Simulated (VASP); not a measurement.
# V (P6_3/mmc) in VASP: further runs

V is run at these levels: PBEsol; tasks: single point.

All numbers are computed with VASP 6.6.1; they aren't measurements. Logs are shortened: lines on timing, memory, paths and dates and some standing lists are left out, and cuts for length are marked.

## 1. The cell of the first run

Symmetry: P6_3/mmc, No. 194, hexagonal system. The conventional cell has a = 2.655 Å, b = 2.655 Å, c = 4.816 Å, α = 90.00°, β = 90.00°, γ = 120.00°. Within 3.5 Å of V (site symmetry -6m2) lie 12 V at 2.66 to 2.85 Å.

This isn't the form of V at room conditions, which is bcc.

## 2. Single point, PBEsol, collinear spin, ferromagnetic start

File INCAR:

```
ALGO     = Fast           # electronic algorithm
EDIFF    = 1E-6           # SCF threshold, eV
ENCUT    = 520            # plane-wave cutoff, eV
GGA      = PS             # functional
ISIF     = 2              # what is computed and relaxed
ISMEAR   = -1             # smearing method
ISPIN    = 2              # spin polarisation
LASPH    = True           # aspherical terms in the spheres
LCHARG   = False          # write CHGCAR
LMAXMIX  = 4              # l up to which the mixer works
LORBIT   = 11             # projections on sites
LREAL    = False          # projectors in reciprocal space
LWAVE    = False          # write WAVECAR
MAGMOM   = 2 2            # initial moments
NBANDS   = 24             # bands
NELM     = 150            # most SCF steps
PREC     = Accurate       # precision mode
SIGMA    = 0.05           # smearing width, eV
```

File KPOINTS:

```
k-points
0
Gamma
  12 12 6
```

File POSCAR:

```
V
1.0
    2.6553716605      0.0000000000      0.0000000000
   -1.3276858302      2.2996193144      0.0000000000
    0.0000000000      0.0000000000      4.8159739502
V
2
Direct
    0.3333333333      0.6666666667      0.2500000000
    0.6666666667      0.3333333333      0.7500000000
```

Potentials or basis: VASP PAW PBE potentials, release 64 (V_sv).

Launch:

```bash
$ cat potpaw_PBE.64/V_sv/POTCAR > POTCAR
$ mpirun -np 1 vasp_std > vasp.out
```

OUTCAR:

```text
EDIFF = 1E-6
   ENCUT = 520
   GGA = PS
   ISIF = 2
   ISMEAR = -1
   ISPIN = 2
   LASPH = True
   LORBIT = 11
   LREAL = False
   NELM = 150
   PREC = Accurate

 ion  position               nearest neighbor table
   1  0.333  0.667  0.250-   2 2.85   2 2.85   2 2.85   2 2.85   2 2.85   2 2.85
   2  0.667  0.333  0.750-   1 2.85   1 2.85   1 2.85   1 2.85   1 2.85   1 2.85

  LATTYP: Found a hexagonal cell.
 ALAT       =     2.6553716605
 C/A-ratio  =     1.8136722711

  Lattice vectors:

 A1 = (   2.6553716605,   0.0000000000,   0.0000000000)
 A2 = (  -1.3276858302,   2.2996193144,   0.0000000000)
 A3 = (   0.0000000000,   0.0000000000,   4.8159739502)

Analysis of symmetry for initial positions (statically):
=====================================================================
 Subroutine PRICEL returns:
 Original cell was already a primitive cell.

 Routine SETGRP: Setting up the symmetry group for a
 hexagonal supercell.

 Subroutine GETGRP returns: Found 24 space group operations
 (whereof 12 operations were pure point group operations)
 out of a pool of 24 trial point group operations.

The static configuration has the point symmetry D_3d.
 The point group associated with its full space group is D_6h.

Analysis of symmetry for dynamics (positions and initial velocities):
=====================================================================
 Subroutine PRICEL returns:
 Original cell was already a primitive cell.

 Routine SETGRP: Setting up the symmetry group for a
 hexagonal supercell.

 Subroutine GETGRP returns: Found 24 space group operations
 (whereof 12 operations were pure point group operations)
 out of a pool of 24 trial point group operations.

The dynamic configuration has the point symmetry D_3d.
 The point group associated with its full space group is D_6h.

Analysis of structural, dynamic, and magnetic symmetry:
=====================================================================
 Subroutine PRICEL returns:
 Original cell was already a primitive cell.

 Routine SETGRP: Setting up the symmetry group for a
 hexagonal supercell.

 Subroutine GETGRP returns: Found 24 space group operations
 (whereof 12 operations were pure point group operations)
 out of a pool of 24 trial point group operations.

The overall configuration has the point symmetry D_3d.
 The point group associated with its full space group is D_6h.

 Subroutine INISYM returns: Found 24 space group operations
 (whereof 12 operations are pure point group operations),
 and found     1 'primitive' translations

[... 116 lines left out ...]
  Fermi-wavevector in a.u.,A,eV,Ry     =   1.571246  2.969224 33.590248  2.468814
  Thomas-Fermi vector in A             =   2.672859
   LORBIT       =     11    0 simple, 1 ext, 2 COOP (PROOUT), +10 PAW based schemes
   GGA     = PS    functional components
   LHFCALC =     F    Hartree Fock is set to
   AEXX    =    0.0000 exact exchange contribution
   IVDW    =     0    specifies the selected vdW correction
   LEPSILON=     F    determine dielectric tensor
   LRPA    =     F    only Hartree local field effects (RPA)
 spin polarized calculation
 RMM-DIIS sequential band-by-band and
  energy-cutoff  :      520.00
  volume of cell :       29.41
 maximum number of plane-waves:       809
 NGX is ok and might be reduce to    20
   NGX =  9   NGY =  9   NGZ = 17

 number of electron      25.9999988 magnetization       0.0001581

 Free energy of the ion-electron system (eV)
  ---------------------------------------------------
  ext. energy  EPLUGINS =         0.00000000
  ---------------------------------------------------
  free energy    TOTEN  =       -18.61089860 eV

  energy without entropy =      -18.58147079  energy(sigma->0) =      -18.59618470

 E-fermi :   8.8442     XC(G=0): -12.5656

 val. band max:        8.8384726993   @ k =   0.0833   0.0833   0.5000
 cond. band min:       8.8529361724   @ k =   0.1667  -0.0000   0.0000
 fundamental gap:      0.0144634731
 Fermi energy:         8.8442176435

 spin component 1

 k-point     1 :       0.0000    0.0000    0.0000
  band No.  band energies     occupation
      1     -54.9874      1.00000
      2     -54.9024      1.00000
      3     -29.1502      1.00000
      4     -28.6245      1.00000
      5     -28.4968      1.00000
      6     -28.4968      1.00000
[... 637 lines left out ...]
     23      23.1686      0.00000
     24      25.1568      0.00000

 [... further k-points ...]

 spin component 2

 k-point     1 :       0.0000    0.0000    0.0000
  band No.  band energies     occupation
      1     -54.9874      1.00000
      2     -54.9023      1.00000
      3     -29.1502      1.00000
      4     -28.6244      1.00000
      5     -28.4967      1.00000
      6     -28.4967      1.00000
[... 637 lines left out ...]
     23      23.1687      0.00000
     24      25.1571      0.00000

 [... further k-points ...]

------------------------ aborting loop because EDIFF is reached ----------------------------------------

  FORCE on cell =-STRESS in cart. coord.  units (eV):
  Direction    XX          YY          ZZ          XY          YZ          ZX
  --------------------------------------------------------------------------------------
  -------------------------------------------------------------------------------------
  Total       -2.8048833     -2.8048833     -2.7864911     -0.0000000      0.0000000     -0.0000000
  in kB     -152.8128888   -152.8128888   -151.8108628     -0.0000000      0.0000000     -0.0000000
  external PRESSURE =    -152.4788802 kB  Pullay stress =       0.0000000 kB

 VOLUME and BASIS-vectors are now :
 -----------------------------------------------------------------------------
  energy-cutoff  :      520.00
  volume of cell :       29.41
      direct lattice vectors                 reciprocal lattice vectors
     2.655371661  0.000000000  0.000000000     0.376595117  0.217427292  0.000000000
    -1.327685830  2.299619314  0.000000000     0.000000000  0.434854584  0.000000000
     0.000000000  0.000000000  4.815973950     0.000000000  0.000000000  0.207642319

 POSITION                                       TOTAL-FORCE (eV/Angst)
 -----------------------------------------------------------------------------------
     -0.00000      1.53308      1.20399        -0.000000      0.000000      0.000000
      1.32769      0.76654      3.61198         0.000000     -0.000000      0.000000
 -----------------------------------------------------------------------------------
    total drift:                               -0.000000      0.000000     -0.000000

  FREE ENERGIE OF THE ION-ELECTRON SYSTEM (eV)
  ---------------------------------------------------
  free  energy   TOTEN  =       -18.6108986034 eV

  energy  without entropy=      -18.5814707878  energy(sigma->0) =      -18.59618470

 total charge

# of ion       s       p       d       tot
------------------------------------------
    1        2.329   6.192   3.022  11.542
    2        2.329   6.192   3.022  11.542
--------------------------------------------------
tot          4.657  12.384   6.043  23.084

 magnetization (x)

# of ion       s       p       d       tot
------------------------------------------
    1       -0.000   0.000   0.000   0.000
    2       -0.000   0.000   0.000   0.000
--------------------------------------------------
tot         -0.000   0.000   0.000   0.000
```

OSZICAR:

```text
N       E                     dE             d eps       ncg     rms          rms(c)
DAV:   1     0.317452853241E+03    0.31745E+03   -0.15756E+04  7344   0.126E+03
DAV:   2    -0.121307385833E+02   -0.32958E+03   -0.32007E+03  7464   0.417E+02
DAV:   3    -0.207374721285E+02   -0.86067E+01   -0.85753E+01  8488   0.804E+01
DAV:   4    -0.207940860022E+02   -0.56614E-01   -0.56611E-01  8088   0.693E+00
DAV:   5    -0.207948810834E+02   -0.79508E-03   -0.79508E-03  8632   0.755E-01    0.256E+01
RMM:   6    -0.183454700647E+02    0.24494E+01   -0.71929E+00  7539   0.213E+01    0.384E+00
RMM:   7    -0.185604378654E+02   -0.21497E+00   -0.40709E-01  7818   0.488E+00    0.363E+00
RMM:   8    -0.185838473487E+02   -0.23409E-01   -0.29230E-02  8048   0.157E+00    0.142E+00
RMM:   9    -0.185966551676E+02   -0.12808E-01   -0.53080E-03  8199   0.752E-01    0.821E-01
RMM:  10    -0.186097633269E+02   -0.13108E-01   -0.52325E-03  7796   0.620E-01    0.224E-01
RMM:  11    -0.186105986060E+02   -0.83528E-03   -0.59332E-04  7978   0.232E-01    0.110E-01
RMM:  12    -0.186108760974E+02   -0.27749E-03   -0.16766E-04  8172   0.122E-01    0.301E-02
RMM:  13    -0.186108958146E+02   -0.19717E-04   -0.28893E-05  8194   0.539E-02    0.123E-02
RMM:  14    -0.186108982190E+02   -0.24044E-05   -0.53430E-06  6520   0.238E-02    0.418E-03
RMM:  15    -0.186108986034E+02   -0.38438E-06   -0.98993E-07  4590   0.990E-03
   1 F= -.18610899E+02 E0= -.18596185E+02  d E =-.294278E-01  mag=    -0.0001
```

Wall time 2.2 min (1 thread of Intel Xeon 8259CL, shared host); peak memory 0.2 GiB.

What came out:

```yaml
Free_energy: -18.6109 eV
Pressure: -15.2 GPa
Band_gap_on_the_k_mesh: zero (filled and empty bands overlap)
Net_moment: 0.00 μB per cell
Valence_electrons_inside_the_program's_atomic_spheres: V 11.54
```

Levels at points of the mesh, in eV from the Fermi level:
Spin up:
| k point | band 9 | band 10 | band 11 | band 12 | band 13 | band 14 | band 15 | band 16 | band 17 | band 18 |
| --- | --- | --- | --- | --- | --- | --- | --- | --- | --- | --- |
| (0.00, 0.00, 0.00) | -6.70 | -3.30 | -0.52 | -0.30 | 0.33 | 0.33 | 0.62 | 0.62 | 1.70 | 1.70 |
| (0.50, 0.00, 0.00) | -2.72 | -2.71 | -2.49 | -0.33 | -0.23 | 0.28 | 0.59 | 2.73 | 3.27 | 3.37 |
| (0.00, 0.00, 0.50) | -5.01 | -5.01 | -0.94 | -0.94 | 0.36 | 0.36 | 0.36 | 0.36 | 2.32 | 2.32 |
| (0.50, 0.00, 0.50) | -3.04 | -3.04 | -1.65 | -1.65 | 1.48 | 1.48 | 1.54 | 1.54 | 3.33 | 3.33 |
Spin down:
```
           k point  band 9  band 10  band 11  band 12  band 13  band 14  band 15  band 16  band 17  band 18
(0.00, 0.00, 0.00)   -6.70    -3.30    -0.52    -0.30     0.33     0.33     0.62     0.62     1.70     1.70
(0.50, 0.00, 0.00)   -2.72    -2.71    -2.49    -0.33    -0.23     0.28     0.59     2.73     3.27     3.37
(0.00, 0.00, 0.50)   -5.01    -5.01    -0.94    -0.94     0.36     0.36     0.36     0.36     2.32     2.32
(0.50, 0.00, 0.50)   -3.04    -3.04    -1.65    -1.65     1.48     1.48     1.54     1.54     3.33     3.33
```

Caveat: the cell stands under tension; the PAW data sets were made with another functional, which shifts forces and pressure a little.

## 3. Single point, PBEsol

This run uses another cell than the first one, of 13.87 Å³/atom.

File INCAR:

```
PREC = Accurate ; ENCUT = 520
EDIFF = 1E-7 ; ISMEAR = -1
SIGMA = 0.05 ; LREAL = F
LASPH = T ; NELM = 60
ALGO = Normal ; ISIF = 2
LWAVE = F ; LCHARG = F
GGA = PS ; NBANDS = 20
```

File KPOINTS:

```
Automatic mesh
0
Gamma
  12 12 6
```

File POSCAR:

```
V
1.0
    2.6042941027      0.0000000000      0.0000000000
   -1.3021470513      2.2553848518      0.0000000000
    0.0000000000      0.0000000000      4.7233360000
V
2
Direct
    0.3333333333      0.6666666667      0.2500000000
    0.6666666667      0.3333333333      0.7500000000
```

Potentials or basis: VASP PAW PBE potentials, release 64 (V_sv).

Launch:

```bash
$ cat potpaw_PBE.64/V_sv/POTCAR > POTCAR
$ mpirun -np 1 vasp_std > vasp.out
```

Wall time 52 s (1 thread of Intel Xeon 8259CL, shared host); peak memory 0.16 GiB.

Results (log left out):

```yaml
Free_energy: -18.7284 eV
Pressure: -7.0 GPa
Band_gap_on_the_k_mesh: zero (bands 13 and 14 overlap by 2.21 eV)
```

Stress tensor (GPa, compression positive):
```
-6.98  0.00  0.00
 0.00 -6.98  0.00
 0.00  0.00 -7.14
```

Levels at points of the mesh, in eV from the Fermi level:
| k point | band 9 | band 10 | band 11 | band 12 | band 13 | band 14 | band 15 | band 16 | band 17 | band 18 |
| --- | --- | --- | --- | --- | --- | --- | --- | --- | --- | --- |
| (0.00, 0.00, 0.00) | -6.86 | -3.44 | -0.57 | -0.23 | 0.33 | 0.33 | 0.65 | 0.65 | 1.83 | 1.83 |
| (0.50, 0.00, 0.00) | -2.93 | -2.85 | -2.71 | -0.37 | -0.18 | 0.31 | 0.61 | 2.95 | 3.53 | 3.64 |
| (0.00, 0.00, 0.50) | -5.09 | -5.09 | -1.02 | -1.02 | 0.37 | 0.37 | 0.37 | 0.37 | 2.50 | 2.50 |
| (0.50, 0.00, 0.50) | -3.25 | -3.25 | -1.80 | -1.80 | 1.63 | 1.63 | 1.64 | 1.64 | 3.59 | 3.59 |

Caveat: the cell stands under tension; the PAW data sets were made with another functional, which shifts forces and pressure a little.

[end of part 1 of 2]
